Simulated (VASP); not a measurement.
# OF2 (R-3m) in VASP: single point with r2SCAN

Aim: the single point of OF2 with r2SCAN.

Everything below comes from runs of VASP 6.6.1. Logs are shortened: lines on timing, memory, paths and dates and some standing lists are left out, and cuts for length are marked.

## Step 1: The cell of the first run

The structure is trigonal, space group R-3m (No. 166). The conventional cell has a = 2.659 Å, b = 2.659 Å, c = 28.614 Å, α = 90.00°, β = 90.00°, γ = 120.00°. F (site symmetry 3m) has 3 O at 1.92 Å within 2.5 Å. Within 2.5 Å of F (site symmetry 3m) lie 3 O at 1.90 Å. Within 2.5 Å of O (site symmetry 3m) lie 6 F at 1.90 to 1.92 Å.

## Step 2: Single point, r2SCAN

Contents of POSCAR:

```
OF2
1.0
    1.3293510000      2.3024990000      0.0000000000
   -1.3293510000      2.3024990000      0.0000000000
    0.0000000000     -1.5350000000      9.5378510000
F O
4 2
Direct
    0.2900000000      0.2900000000      0.8700000000
    0.7100000000      0.7100000000      0.1300000000
    0.1230000000      0.1230000000      0.3690000000
    0.8770000000      0.8770000000      0.6310000000
    0.4170000000      0.4170000000      0.2510000000
    0.5830000000      0.5830000000      0.7490000000
```

Contents of INCAR.step1:

```
ALGO = Normal ; EDIFF = 1E-4
ENCUT = 520 ; GGA = PE
ISMEAR = 1 ; LASPH = T
LCHARG = F ; LREAL = F
LWAVE = T ; NBANDS = 29
NELM = 60 ; PREC = Accurate
SIGMA = 0.0196
```

Contents of INCAR.step2:

```
ALGO = Normal ; EDIFF = 1E-6
ENCUT = 520 ; ISIF = 2
ISMEAR = 1 ; ISTART = 1
LASPH = T ; LCHARG = T
LELF = T ; LMIXTAU = T
LREAL = F ; LVHAR = T
LWAVE = F ; METAGGA = R2SCAN
NBANDS = 29 ; NELM = 60
PREC = Accurate ; SIGMA = 0.0196
```

Contents of KPOINTS:

```
k-points
0
Gamma
  9 9 9
```

Potentials or basis: VASP PAW PBE potentials, release 64 (F, O).

Started as:

```bash
$ cat potpaw_PBE.64/F/POTCAR potpaw_PBE.64/O/POTCAR > POTCAR
$ cp INCAR.step1 INCAR
$ mpirun -np 1 vasp_std > vasp.out
$ cp INCAR.step2 INCAR
$ mpirun -np 1 vasp_std > vasp.out
```

OUTCAR:

```text
EDIFF = 1E-6
   ENCUT = 520
   ISIF = 2
   ISMEAR = 1
   ISTART = 1
   LASPH = T
   LREAL = F
   METAGGA = R2SCAN
   NELM = 60
   PREC = Accurate

 ion  position               nearest neighbor table
   1  0.290  0.290  0.870-   6 1.92   6 1.92   6 1.92
   2  0.710  0.710  0.130-   5 1.92   5 1.92   5 1.92
   3  0.123  0.123  0.369-   5 1.90   5 1.90   5 1.90
   4  0.877  0.877  0.631-   6 1.90   6 1.90   6 1.90
   5  0.417  0.417  0.251-   3 1.90   3 1.90   3 1.90   2 1.92   2 1.92   2 1.92
   6  0.583  0.583  0.749-   4 1.90   4 1.90   4 1.90   1 1.92   1 1.92   1 1.92

  LATTYP: Found a trigonal (rhomboedric) cell.
 ALAT       =     9.6605812710
 COS(alpha) =     0.9621293454

  Lattice vectors:

 A1 = (   1.3293510000,   0.7674990000,   9.5378510000)
 A2 = (  -1.3293510000,   0.7674990000,   9.5378510000)
 A3 = (   0.0000000000,  -1.5350000000,   9.5378510000)

Analysis of symmetry for initial positions (statically):
=====================================================================
 Subroutine PRICEL returns:
 Original cell was already a primitive cell.

 Routine SETGRP: Setting up the symmetry group for a
 trigonal (rhombohedral) supercell.

 Subroutine GETGRP returns: Found 12 space group operations
 (whereof 12 operations were pure point group operations)
 out of a pool of 12 trial point group operations.

The static configuration has the point symmetry D_3d.

Analysis of symmetry for dynamics (positions and initial velocities):
=====================================================================
 Subroutine PRICEL returns:
 Original cell was already a primitive cell.

 Routine SETGRP: Setting up the symmetry group for a
 trigonal (rhombohedral) supercell.

 Subroutine GETGRP returns: Found 12 space group operations
 (whereof 12 operations were pure point group operations)
 out of a pool of 12 trial point group operations.

The dynamic configuration has the point symmetry D_3d.

 Subroutine INISYM returns: Found 12 space group operations
 (whereof 12 operations are pure point group operations),
 and found     1 'primitive' translations

----------------------------------------------------------------------------------------

                                     Primitive cell

  volume of cell :      58.3875

  direct lattice vectors                    reciprocal lattice vectors
     1.329351000  2.302499000  0.000000000     0.376123387  0.217155360  0.034948489
    -1.329351000  2.302499000  0.000000000    -0.376123387  0.217155360  0.034948489
     0.000000000 -1.535000000  9.537851000     0.000000000  0.000000000  0.104845421

  length of vectors
     2.658698126  2.658698126  9.660581075     0.435713953  0.435713953  0.104845421

  position of ions in fractional coordinates (direct lattice)
     0.290000000  0.290000000  0.870000000
     0.710000000  0.710000000  0.130000000
     0.123000000  0.123000000  0.369000000
     0.877000000  0.877000000  0.631000000
     0.417000000  0.417000000  0.251000000
     0.583000000  0.583000000  0.749000000

  ion indices of the primitive-cell ions
   primitive index   ion index
                 1           1
                 2           2
                 3           3
                 4           4
                 5           5
                 6           6

----------------------------------------------------------------------------------------

 KPOINTS: k-points

Automatic generation of k-mesh.
 Grid dimensions read from file:
 generate k-points for:    9    9    9

 Generating k-lattice:

  Cartesian coordinates                     Fractional coordinates (reciprocal lattice)
     0.041791487  0.024128373  0.003883165     0.111111111 -0.000000000  0.000000000
    -0.041791487  0.024128373  0.003883165    -0.000000000  0.111111111  0.000000000
     0.000000000  0.000000000  0.011649491     0.000000000  0.000000000  0.111111111

  Length of vectors
     0.048412661  0.048412661  0.011649491

  Shift w.r.t. Gamma in fractional coordinates (k-lattice)
     0.000000000  0.000000000  0.000000000

 Subroutine IBZKPT returns following result:
 ===========================================

 Found     85 irreducible k-points:

 Following reciprocal coordinates:
            Coordinates               Weight
  0.000000  0.000000  0.000000      1.000000
  0.111111  0.000000 -0.000000      6.000000
  0.222222  0.000000 -0.000000      6.000000
  0.333333  0.000000 -0.000000      6.000000
  0.444444  0.000000 -0.000000      6.000000
  0.111111  0.111111 -0.000000      6.000000
[... 16 lines left out ...]
 -0.333333  0.333333  0.000000      6.000000
  0.444444  0.444444 -0.000000      6.000000
 [... further k-points ...]
   k-points           NKPTS =     85   k-points in BZ     NKDIM =     85   number of bands    NBANDS=     29
   number of dos      NEDOS =    301   number of ions     NIONS =      6
   total plane-waves  NPLWV =  28800
   dimension x,y,z NGX =    20 NGY =   20 NGZ =   72
   dimension x,y,z NGXF=    40 NGYF=   40 NGZF=  144
   ions per type =               4   2
   NGX,Y,Z   is equivalent  to a cutoff of  12.51, 12.51, 12.39 a.u.
   NGXF,Y,Z  is equivalent  to a cutoff of  25.01, 25.01, 24.78 a.u.
 SYSTEM =  unknown system
   PREC   = accura    normal or accurate (medium, high low for compatibility)
   ISTART =      1    job   : 0-new  1-cont  2-samecut
   ICHARG =      0    charge: 1-file 2-atom 10-const
   ISPIN  =      1    spin polarized calculation?
   LNONCOLLINEAR =      F non collinear calculations
   LSORBIT =      F    spin-orbit coupling
   LASPH  =      T    aspherical Exc in radial PAW
   ENCUT  =  520.0 eV  38.22 Ry    6.18 a.u.   4.94  4.94 17.96*2*pi/ulx,y,z
   NELM   =     60;   NELMIN=  2; NELMDL=  0     # of ELM steps
   EDIFF  = 0.1E-05   stopping-criterion for ELM
   LREAL  =      F    real-space projection
   EDIFFG = 0.1E-04   stopping-criterion for IOM
   NSW    =      0    number of steps for IOM
   IBRION =     -1    ionic relax: 0-MD 1-quasi-New 2-CG
   NFREE  =      0    steps in history (QN), initial steepest desc. (CG)
   ISIF   =      2    stress and relaxation
   ISYM   =      2    0-nonsym 1-usesym 2-fastsym
   POTIM  = 0.5000    time-step for ionic-motion
   TEBEG  =    0.0;   TEEND  =   0.0 temperature during run
   PSTRESS=    0.0 pullay stress
   NELECT =      40.0000    total number of electrons
   NUPDOWN=      -1.0000    fix difference up-down
   EMIN   =  10.00;   EMAX   =-10.00  energy-range for DOS
   EFERMI =   0.00;   METHOD = LEGACY
   ISMEAR =     1;   SIGMA  =   0.02  broadening in eV -4-tet -1-fermi 0-gaus
   EFERMI_NEDOS =   21; number of points for ismear=-14 and -15
   IALGO  =     38    algorithm
   IMIX   =      4    mixing-type and parameters
     AMIX     =   0.40;   BMIX     =  1.00
     AMIX_MAG =   1.60;   BMIX_MAG =  1.00
  volume/ion in A,a.u.               =       9.73        65.67
  Fermi-wavevector in a.u.,A,eV,Ry     =   1.443184  2.727222 28.337931  2.082779
  Thomas-Fermi vector in A             =   2.561620
   LORBIT       =      0    0 simple, 1 ext, 2 COOP (PROOUT), +10 PAW based schemes
   METAGGA = R2SCAN    functional components
   LHFCALC =     F    Hartree Fock is set to
   AEXX    =    0.0000 exact exchange contribution
   IVDW    =     0    specifies the selected vdW correction
   LEPSILON=     F    determine dielectric tensor
   LRPA    =     F    only Hartree local field effects (RPA)
 non-spin polarized calculation
 Methfessel and Paxton  Order N= 1 SIGMA  =   0.02
  energy-cutoff  :      520.00
  volume of cell :       58.39
 maximum number of plane-waves:      1601
   NGX =  9   NGY =  9   NGZ = 35

 number of electron      39.9999997 magnetization

 Free energy of the ion-electron system (eV)
  ---------------------------------------------------
  ext. energy  EPLUGINS =         0.00000000
  ---------------------------------------------------
  free energy    TOTEN  =       -15.99820181 eV

  energy without entropy =      -15.99833362  energy(sigma->0) =      -15.99824575

 E-fermi :  -0.8258     XC(G=0): -10.8866

 val. band max:       -0.8264754719   @ k =   0.4444   0.2222  -0.0000
 cond. band min:      -0.8255616364   @ k =   0.4444   0.4444  -0.0000
 fundamental gap:      0.0009138355
 Fermi energy:        -0.8258060158

 k-point     1 :       0.0000    0.0000    0.0000
  band No.  band energies     occupation
      1     -26.5335      2.00000
      2     -26.4287      2.00000
      3     -25.0041      2.00000
      4     -24.8339      2.00000
      5     -18.8602      2.00000
      6     -18.7541      2.00000
[... 21 lines left out ...]
     28      17.2126      0.00000
     29      19.1793      0.00000

 k-point     2 :       0.1111    0.0000   -0.0000
  band No.  band energies     occupation
      1     -26.3781      2.00000
      2     -26.2764      2.00000
      3     -24.9310      2.00000
      4     -24.7702      2.00000
      5     -18.9356      2.00000
      6     -18.8466      2.00000
[... 21 lines left out ...]
     28      17.3046      0.00000
     29      19.2924      0.00000

 k-point     3 :       0.2222    0.0000   -0.0000
  band No.  band energies     occupation
      1     -25.9464      2.00000
      2     -25.8537      2.00000
      3     -24.7454      2.00000
      4     -24.6113      2.00000
      5     -19.1729      2.00000
      6     -19.1230      2.00000
[... 21 lines left out ...]
     28      17.5563      0.00000
     29      18.7915      0.00000

 k-point     4 :       0.3333    0.0000   -0.0000
  band No.  band energies     occupation
      1     -25.3490      2.00000
      2     -25.2733      2.00000
      3     -24.5451      2.00000
      4     -24.4503      2.00000
      5     -19.5485      2.00000
      6     -19.5337      2.00000
[... 21 lines left out ...]
     28      17.4398      0.00000
     29      18.5067      0.00000

 k-point     5 :       0.4444    0.0000   -0.0000
  band No.  band energies     occupation
      1     -24.8056      2.00000
      2     -24.7551      2.00000
      3     -24.4801      2.00000
      4     -24.4244      2.00000
      5     -19.8864      2.00000
      6     -19.8754      2.00000
[... 21 lines left out ...]
     28      16.5433      0.00000
     29      17.4534      0.00000
[... 510 lines left out ...]
     28      17.3134      0.00000
     29      18.0664      0.00000

 k-point    22 :      -0.4444    0.3333    0.0000
  band No.  band energies     occupation
      1     -24.6267      2.00000
      2     -24.5995      2.00000
      3     -24.3643      2.00000
      4     -24.3344      2.00000
      5     -20.0199      2.00000
      6     -20.0142      2.00000
[... 21 lines left out ...]
     28      17.3617      0.00000
     29      17.8682      0.00000

 k-point    23 :      -0.3333    0.3333    0.0000
  band No.  band energies     occupation
      1     -24.4762      2.00000
      2     -24.4761      2.00000
      3     -24.3106      2.00000
      4     -24.3106      2.00000
      5     -20.1197      2.00000
      6     -20.1178      2.00000
[... 21 lines left out ...]
     28      17.3343      0.00000
     29      18.1542      0.00000

 k-point    24 :       0.4444    0.4444   -0.0000
  band No.  band energies     occupation
      1     -24.7981      2.00000
      2     -24.7653      2.00000
      3     -24.4701      2.00000
      4     -24.4321      2.00000
      5     -19.8855      2.00000
      6     -19.8764      2.00000
[... 21 lines left out ...]
     28      16.7449      0.00000
     29      17.0115      0.00000

 [... further k-points ...]
[... 5 lines left out ...]
  --------------------------------------------------------------------------------------
  -------------------------------------------------------------------------------------
  Total        6.4356954      6.4356704     -0.2426890      0.0000000      0.0000000      0.0000000
  in kB      176.5982593    176.5975732     -6.6594918      0.0000000      0.0000005      0.0000000
  external PRESSURE =     115.5121136 kB  Pullay stress =       0.0000000 kB

 VOLUME and BASIS-vectors are now :
 -----------------------------------------------------------------------------
  energy-cutoff  :      520.00
  volume of cell :       58.39
      direct lattice vectors                 reciprocal lattice vectors
     1.329351000  2.302499000  0.000000000     0.376123387  0.217155360  0.034948489
    -1.329351000  2.302499000  0.000000000    -0.376123387  0.217155360  0.034948489
     0.000000000 -1.535000000  9.537851000     0.000000000  0.000000000  0.104845421

 POSITION                                       TOTAL-FORCE (eV/Angst)
 -----------------------------------------------------------------------------------
      0.00000     -0.00000      8.29793         0.000000      0.000000     -0.099087
      0.00000      3.07000      1.23992         0.000000     -0.000000      0.099087
      0.00000     -0.00000      3.51947         0.000000     -0.000000      0.109806
      0.00000      3.07000      6.01838         0.000000      0.000000     -0.109806
      0.00000      1.53500      2.39400         0.000000      0.000000     -0.198442
      0.00000      1.53500      7.14385         0.000000     -0.000000      0.198442
 -----------------------------------------------------------------------------------
    total drift:                                0.000000     -0.000000      0.000000

  FREE ENERGIE OF THE ION-ELECTRON SYSTEM (eV)
  ---------------------------------------------------
  free  energy   TOTEN  =       -15.9982018136 eV

  energy  without entropy=      -15.9983336170  energy(sigma->0) =      -15.99824575
```

It took 15 min on 1 thread of AMD EPYC, shared host; peak memory 0.2 GiB.

What came out:

| Quantity | Value |
| --- | --- |
| Free energy | -15.9982 eV |
| Pressure | 11.6 GPa |
| Largest force | 0.198 eV/Å |
| Band gap on the k mesh | zero (bands 20 and 21 overlap by 0.73 eV) |

Forces in eV/Å, atoms in the order of the input:
```
F    0.000  0.000 -0.099
F    0.000  0.000  0.099
F    0.000  0.000  0.110
F    0.000  0.000 -0.110
O    0.000  0.000 -0.198
O    0.000  0.000  0.198
```

Levels at points of the mesh, in eV from the Fermi level:
```csv
k point,band 17,band 18,band 19,band 20,band 21,band 22,band 23,band 24
"(0.00, 0.00, 0.00)",-2.78,-2.78,-1.31,-0.78,-0.47,-0.47,-0.44,-0.44
```

Caveat: the cell stands under pressure; the PAW data sets were made with another functional, which shifts forces and pressure a little.
